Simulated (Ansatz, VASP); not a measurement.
**One calculation of N, two programs**

```
N
1.0
     4.45258    0.00000    0.00000
    -2.22629    3.85605    0.00000
     0.00000    0.00000    7.49305
N
4
Direct
  0.33333 0.66667 0.32377
  0.33333 0.66667 0.17623
  0.66667 0.33333 0.82377
  0.66667 0.33333 0.67623
```

Alike in both runs: task relaxation of the atoms; functional PBEsol; k mesh 6 × 6 × 4; no spin polarisation.

|  | VASP | Ansatz |
| --- | --- | --- |
| version | VASP 6.6.1 | Ansatz 0.2.0 |
| potentials or method | VASP PAW PBE potentials, release 64 (N) | PAW with Ansatz's default frozen-core files, scalar-relativistic |
| plane-wave cutoff (eV) | 520 | 420 |
| occupations | gaussian, width 0.01 eV | fixed |
| valence electrons in the cell | 20 | 20 |

VASP gave:

| Property | Result |
| --- | --- |
| gap on the k mesh at the Fermi level, each at its own relaxed structure (eV) | 7.28 |

Task: Which values does Ansatz return?

Result: gap on the k mesh at the Fermi level, each at its own relaxed structure (eV): 7.47.

VASP's potentials were made for PBE, not for PBEsol.

Noted on VASP's run: the standard files for N, O and F lose accuracy on very short bonds.
